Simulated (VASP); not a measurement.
# KTaO3 (P4/mmm) in VASP: further runs

Runs on KTaO3. Level: PBEsol. Tasks: single point.

All numbers are computed with VASP 6.6.1; they aren't measurements. Logs are shortened: lines on timing, memory, paths and dates and some standing lists are left out, and cuts for length are marked.

## Step 1: The cell of the first run

It takes space group P4/mmm (No. 123, tetragonal). The conventional cell has a = 3.810 Å, b = 3.810 Å, c = 4.129 Å, α = 90.00°, β = 90.00°, γ = 90.00°. Within 3.6 Å of K (site symmetry 4/mmm) lie 12 O at 2.69 to 2.81 Å and 8 Ta at 3.39 Å. Within 2.5 Å of Ta (site symmetry 4/mmm) lie 6 O at 1.90 to 2.06 Å. O (site symmetry mmm) has 2 Ta at 1.90 Å within 2.5 Å. Within 2.7 Å of O (site symmetry 4/mmm) lie 2 Ta at 2.06 Å and 4 K at 2.69 Å.

## Step 2: Single point, PBEsol (volume 11.985 Å^3 an atom, c/a of the conventional cell 1.0837)

INCAR

```
SYSTEM = KTaO3
ALGO = Normal ; EDIFF = 1E-7
ENCUT = 520 ; GGA = PS
ISIF = 2 ; ISMEAR = 0
LASPH = .TRUE. ; LCHARG = .FALSE.
LREAL = .FALSE. ; LWAVE = .FALSE.
NBANDS = 27 ; NELM = 60
PREC = Accurate ; SIGMA = 0.05
```

KPOINTS

```
k-points
0
G
  8 8 8
  0 0 0
```

POSCAR

```
KTaO3
1.0
    3.8097778847      0.0000000000      0.0000000000
    0.0000000000      3.8097778847      0.0000000000
    0.0000000000      0.0000000000      4.1286562936
K Ta O
1 1 3
Direct
    0.5000000000      0.5000000000      0.5000000000
    0.0000000000      0.0000000000      0.0000000000
    0.5000000000      0.0000000000      0.0000000000
    0.0000000000      0.5000000000      0.0000000000
    0.0000000000      0.0000000000      0.5000000000
```

Potentials or basis: VASP PAW PBE potentials, release 64 (K_sv, Ta_pv, O).

Launch:

```bash
cat potpaw_PBE.64/K_sv/POTCAR potpaw_PBE.64/Ta_pv/POTCAR potpaw_PBE.64/O/POTCAR > POTCAR
mpirun -np 1 vasp_std > vasp.out
```

OUTCAR:

```text
SYSTEM = KTaO3
   EDIFF = 1E-7
   ENCUT = 520
   GGA = PS
   ISIF = 2
   ISMEAR = 0
   LASPH = .TRUE.
   LREAL = .FALSE.
   NELM = 60
   PREC = Accurate

 ion  position               nearest neighbor table
   1  0.500  0.500  0.500-   5 2.69   5 2.69   5 2.69   5 2.69   4 2.81   3 2.81   4 2.81   3 2.81
                             4 2.81   3 2.81   4 2.81   3 2.81   2 3.39   2 3.39   2 3.39   2 3.39
   2  0.000  0.000  0.000-   3 1.90   4 1.90   4 1.90   3 1.90   5 2.06   5 2.06   1 3.39   1 3.39
                             1 3.39   1 3.39   1 3.39   1 3.39   1 3.39   1 3.39
   3  0.500  0.000  0.000-   2 1.90   2 1.90   1 2.81   1 2.81   1 2.81   1 2.81
   4  0.000  0.500  0.000-   2 1.90   2 1.90   1 2.81   1 2.81   1 2.81   1 2.81
   5  0.000  0.000  0.500-   2 2.06   2 2.06   1 2.69   1 2.69   1 2.69   1 2.69

  LATTYP: Found a simple tetragonal cell.
 ALAT       =     3.8097778847
 C/A-ratio  =     1.0837000000

  Lattice vectors:

 A1 = (   3.8097778847,   0.0000000000,   0.0000000000)
 A2 = (   0.0000000000,   3.8097778847,   0.0000000000)
 A3 = (   0.0000000000,   0.0000000000,   4.1286562936)

Analysis of symmetry for initial positions (statically):
=====================================================================
 Subroutine PRICEL returns:
 Original cell was already a primitive cell.

 Routine SETGRP: Setting up the symmetry group for a
 simple tetragonal supercell.

 Subroutine GETGRP returns: Found 16 space group operations
 (whereof 16 operations were pure point group operations)
 out of a pool of 16 trial point group operations.

The static configuration has the point symmetry D_4h.

Analysis of symmetry for dynamics (positions and initial velocities):
=====================================================================
 Subroutine PRICEL returns:
 Original cell was already a primitive cell.

 Routine SETGRP: Setting up the symmetry group for a
 simple tetragonal supercell.

 Subroutine GETGRP returns: Found 16 space group operations
 (whereof 16 operations were pure point group operations)
 out of a pool of 16 trial point group operations.

The dynamic configuration has the point symmetry D_4h.

 Subroutine INISYM returns: Found 16 space group operations
 (whereof 16 operations are pure point group operations),
 and found     1 'primitive' translations

----------------------------------------------------------------------------------------

                                     Primitive cell

  volume of cell :      59.9250

  direct lattice vectors                    reciprocal lattice vectors
     3.809777885  0.000000000  0.000000000     0.262482494  0.000000000  0.000000000
     0.000000000  3.809777885  0.000000000     0.000000000  0.262482494  0.000000000
     0.000000000  0.000000000  4.128656294     0.000000000  0.000000000  0.242209554

  length of vectors
     3.809777885  3.809777885  4.128656294     0.262482494  0.262482494  0.242209554

  position of ions in fractional coordinates (direct lattice)
     0.500000000  0.500000000  0.500000000
     0.000000000  0.000000000  0.000000000
     0.500000000  0.000000000  0.000000000
     0.000000000  0.500000000  0.000000000
     0.000000000  0.000000000  0.500000000

  ion indices of the primitive-cell ions
   primitive index   ion index
                 1           1
                 2           2
                 3           3
                 4           4
                 5           5

----------------------------------------------------------------------------------------

 KPOINTS: k-points

Automatic generation of k-mesh.
 Grid dimensions read from file:
 generate k-points for:    8    8    8

 Generating k-lattice:

  Cartesian coordinates                     Fractional coordinates (reciprocal lattice)
     0.032810312  0.000000000  0.000000000     0.125000000  0.000000000  0.000000000
     0.000000000  0.032810312  0.000000000     0.000000000  0.125000000  0.000000000
     0.000000000  0.000000000  0.030276194     0.000000000  0.000000000  0.125000000

  Length of vectors
     0.032810312  0.032810312  0.030276194

  Shift w.r.t. Gamma in fractional coordinates (k-lattice)
     0.000000000  0.000000000  0.000000000

 Subroutine IBZKPT returns following result:
 ===========================================

 Found     75 irreducible k-points:

 Following reciprocal coordinates:
            Coordinates               Weight
  0.000000  0.000000  0.000000      1.000000
  0.125000  0.000000  0.000000      4.000000
  0.250000  0.000000  0.000000      4.000000
  0.375000  0.000000  0.000000      4.000000
  0.500000  0.000000  0.000000      2.000000
  0.125000  0.125000  0.000000      4.000000
[... 16 lines left out ...]
  0.375000  0.125000  0.125000     16.000000
  0.500000  0.125000  0.125000      8.000000
 [... further k-points ...]
   k-points           NKPTS =     75   k-points in BZ     NKDIM =     75   number of bands    NBANDS=     27
   number of dos      NEDOS =    301   number of ions     NIONS =      5
   total plane-waves  NPLWV =  25088
   dimension x,y,z NGX =    28 NGY =   28 NGZ =   32
   dimension x,y,z NGXF=    56 NGYF=   56 NGZF=   64
   ions per type =               1   1   3
   NGX,Y,Z   is equivalent  to a cutoff of  12.22, 12.22, 12.89 a.u.
   NGXF,Y,Z  is equivalent  to a cutoff of  24.44, 24.44, 25.77 a.u.
 SYSTEM =  KTaO3
   PREC   = accura    normal or accurate (medium, high low for compatibility)
   ISTART =      0    job   : 0-new  1-cont  2-samecut
   ICHARG =      2    charge: 1-file 2-atom 10-const
   ISPIN  =      1    spin polarized calculation?
   LNONCOLLINEAR =      F non collinear calculations
   LSORBIT =      F    spin-orbit coupling
   LASPH  =      T    aspherical Exc in radial PAW
   ENCUT  =  520.0 eV  38.22 Ry    6.18 a.u.   7.08  7.08  7.68*2*pi/ulx,y,z
   NELM   =     60;   NELMIN=  2; NELMDL= -5     # of ELM steps
   EDIFF  = 0.1E-06   stopping-criterion for ELM
   LREAL  =      F    real-space projection
   EDIFFG = 0.1E-05   stopping-criterion for IOM
   NSW    =      0    number of steps for IOM
   IBRION =     -1    ionic relax: 0-MD 1-quasi-New 2-CG
   NFREE  =      0    steps in history (QN), initial steepest desc. (CG)
   ISIF   =      2    stress and relaxation
   ISYM   =      2    0-nonsym 1-usesym 2-fastsym
   POTIM  = 0.5000    time-step for ionic-motion
   TEBEG  =    0.0;   TEEND  =   0.0 temperature during run
   PSTRESS=    0.0 pullay stress
   NELECT =      38.0000    total number of electrons
   NUPDOWN=      -1.0000    fix difference up-down
   EMIN   =  10.00;   EMAX   =-10.00  energy-range for DOS
   EFERMI =   0.00;   METHOD = LEGACY
   ISMEAR =     0;   SIGMA  =   0.05  broadening in eV -4-tet -1-fermi 0-gaus
   EFERMI_NEDOS =   21; number of points for ismear=-14 and -15
   IALGO  =     38    algorithm
   IMIX   =      4    mixing-type and parameters
     AMIX     =   0.40;   BMIX     =  1.00
     AMIX_MAG =   1.60;   BMIX_MAG =  1.00
  volume/ion in A,a.u.               =      11.98        80.88
  Fermi-wavevector in a.u.,A,eV,Ry     =   1.406479  2.657861 26.914828  1.978184
  Thomas-Fermi vector in A             =   2.528835
   LORBIT       =      0    0 simple, 1 ext, 2 COOP (PROOUT), +10 PAW based schemes
   GGA     = PS    functional components
   LHFCALC =     F    Hartree Fock is set to
   AEXX    =    0.0000 exact exchange contribution
   IVDW    =     0    specifies the selected vdW correction
   LEPSILON=     F    determine dielectric tensor
   LRPA    =     F    only Hartree local field effects (RPA)
 non-spin polarized calculation
 Gauss-broadening in eV      SIGMA  =   0.05
  energy-cutoff  :      520.00
  volume of cell :       59.92
 maximum number of plane-waves:      1628
   NGX = 15   NGY = 15   NGZ = 15

 number of electron      38.0000002 magnetization

 Free energy of the ion-electron system (eV)
  ---------------------------------------------------
  ext. energy  EPLUGINS =         0.00000000
  ---------------------------------------------------
  free energy    TOTEN  =       -42.41077188 eV

  energy without entropy =      -42.41077188  energy(sigma->0) =      -42.41077188

 E-fermi :   2.3723     XC(G=0): -11.4397

 val. band max:        2.1200922185   @ k =   0.5000   0.5000   0.5000
 cond. band min:       4.2168023717   @ k =   0.0000   0.0000   0.0000
 fundamental gap:      2.0967101532
 Fermi energy:         2.3722532705

 k-point     1 :       0.0000    0.0000    0.0000
  band No.  band energies     occupation
      1     -31.8185      2.00000
      2     -31.8185      2.00000
      3     -31.6616      2.00000
      4     -24.9916      2.00000
      5     -15.9039      2.00000
      6     -15.3153      2.00000
[... 19 lines left out ...]
     26      10.2699      0.00000
     27      10.2810      0.00000

 k-point     2 :       0.1250    0.0000    0.0000
  band No.  band energies     occupation
      1     -31.8437      2.00000
      2     -31.8175      2.00000
      3     -31.6605      2.00000
      4     -24.9844      2.00000
      5     -15.8133      2.00000
      6     -15.2061      2.00000
[... 19 lines left out ...]
     26      10.5078      0.00000
     27      10.9259      0.00000

 k-point     3 :       0.2500    0.0000    0.0000
  band No.  band energies     occupation
      1     -31.9036      2.00000
      2     -31.8151      2.00000
      3     -31.6580      2.00000
      4     -24.9671      2.00000
      5     -15.7180      2.00000
      6     -14.7820      2.00000
[... 19 lines left out ...]
     26      11.1061      0.00000
     27      12.2166      0.00000

 k-point     4 :       0.3750    0.0000    0.0000
  band No.  band energies     occupation
      1     -31.9623      2.00000
      2     -31.8126      2.00000
      3     -31.6554      2.00000
      4     -24.9499      2.00000
      5     -15.7026      2.00000
      6     -14.4098      2.00000
[... 19 lines left out ...]
     26      11.6703      0.00000
     27      12.5813      0.00000

 k-point     5 :       0.5000    0.0000    0.0000
  band No.  band energies     occupation
      1     -31.9862      2.00000
      2     -31.8116      2.00000
      3     -31.6543      2.00000
      4     -24.9428      2.00000
      5     -15.7049      2.00000
      6     -14.3997      2.00000
[... 19 lines left out ...]
     26      11.8495      0.00000
     27      12.4446      0.00000

 k-point     6 :       0.1250    0.1250    0.0000
  band No.  band energies     occupation
      1     -31.8431      2.00000
      2     -31.8422      2.00000
      3     -31.6595      2.00000
      4     -24.9777      2.00000
      5     -15.6821      2.00000
      6     -15.1375      2.00000
[... 444 lines left out ...]
      1     -31.8427      2.00000
      2     -31.8419      2.00000
      3     -31.6685      2.00000
      4     -24.9741      2.00000
      5     -15.6832      2.00000
      6     -15.1344      2.00000
[... 19 lines left out ...]
     26      10.9522      0.00000
     27      11.4137      0.00000

 k-point    22 :       0.2500    0.1250    0.1250
  band No.  band energies     occupation
      1     -31.9020      2.00000
      2     -31.8397      2.00000
      3     -31.6658      2.00000
      4     -24.9590      2.00000
      5     -15.5138      2.00000
      6     -14.7722      2.00000
[... 19 lines left out ...]
     26      11.4982      0.00000
     27      12.6537      0.00000

 k-point    23 :       0.3750    0.1250    0.1250
  band No.  band energies     occupation
      1     -31.9605      2.00000
      2     -31.8371      2.00000
      3     -31.6631      2.00000
      4     -24.9440      2.00000
      5     -15.4755      2.00000
      6     -14.3113      2.00000
[... 19 lines left out ...]
     26      12.0687      0.00000
     27      12.8526      0.00000

 k-point    24 :       0.5000    0.1250    0.1250
  band No.  band energies     occupation
      1     -31.9843      2.00000
      2     -31.8361      2.00000
      3     -31.6620      2.00000
      4     -24.9378      2.00000
      5     -15.4724      2.00000
      6     -14.2830      2.00000
[... 19 lines left out ...]
     26      12.1365      0.00000
     27      12.8296      0.00000

 [... further k-points ...]
[... 5 lines left out ...]
  --------------------------------------------------------------------------------------
  -------------------------------------------------------------------------------------
  Total       10.5258447     10.5258447     -2.6100801      0.0000000      0.0000000      0.0000000
  in kB      281.4229411    281.4229411    -69.7840816      0.0000000      0.0000000      0.0000000
  external PRESSURE =     164.3539335 kB  Pullay stress =       0.0000000 kB

 VOLUME and BASIS-vectors are now :
 -----------------------------------------------------------------------------
  energy-cutoff  :      520.00
  volume of cell :       59.92
      direct lattice vectors                 reciprocal lattice vectors
     3.809777885  0.000000000  0.000000000     0.262482494  0.000000000  0.000000000
     0.000000000  3.809777885  0.000000000     0.000000000  0.262482494  0.000000000
     0.000000000  0.000000000  4.128656294     0.000000000  0.000000000  0.242209554

 POSITION                                       TOTAL-FORCE (eV/Angst)
 -----------------------------------------------------------------------------------
      1.90489      1.90489      2.06433         0.000000      0.000000      0.000000
      0.00000      0.00000      0.00000         0.000000      0.000000      0.000000
      1.90489      0.00000      0.00000         0.000000      0.000000      0.000000
      0.00000      1.90489      0.00000         0.000000      0.000000      0.000000
      0.00000      0.00000      2.06433         0.000000      0.000000      0.000000
 -----------------------------------------------------------------------------------
    total drift:                                0.000000      0.000000     -0.000000

  FREE ENERGIE OF THE ION-ELECTRON SYSTEM (eV)
  ---------------------------------------------------
  free  energy   TOTEN  =       -42.4107718756 eV

  energy  without entropy=      -42.4107718756  energy(sigma->0) =      -42.41077188
```

Wall time 73 s (1 thread of Intel Xeon Platinum 8375C at 2.90GHz (Ice Lake), shared host); peak memory 0.24 GiB.

Results:

```yaml
Free_energy: -42.4108 eV
Pressure: 16.4 GPa
Band_gap_on_the_k_mesh: 2.10 eV, indirect (least direct gap 2.59 eV)
```

Caveat: the PAW data sets were made with another functional, which shifts forces and pressure a little; spin-orbit coupling is left out, which moves the levels of the heavy elements. A k mesh can miss the band edges.

(Continued in part 2 of 2.)
